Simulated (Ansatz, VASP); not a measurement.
## One calculation of C, two programs

```
C
1.0
     0.00000    1.78337    1.78337
     1.78337    0.00000    1.78337
     1.78337    1.78337    0.00000
C
2
Direct
  0.75000 0.75000 0.75000
  0.50000 0.50000 0.50000
```

Alike in both runs: task single point; functional PBEsol; k mesh 10 × 10 × 10; occupations fermi-dirac, width 0.05 eV; no spin polarisation.

```csv
,VASP,Ansatz
version,VASP 6.6.1,Ansatz 0.2.0
potentials or method,"VASP PAW PBE potentials, release 64 (C), cutoff 520 eV",all-electron PAW datasets made for the crystal
```

VASP gave:

| Property | Result |
| --- | --- |
| gap on the k mesh at the Fermi level (eV) | 4.04 |
| least direct gap on the mesh (eV) | 5.54 |
| pressure (GPa) | -3.8 |

Problem. Estimate Ansatz's values.

Solution. gap on the k mesh at the Fermi level (eV): 4.04; least direct gap on the mesh (eV): 5.55; pressure (GPa): -4.8.

VASP's potentials were made for PBE, not for PBEsol. Ansatz ran all-electron here, and VASP with PAW potentials.
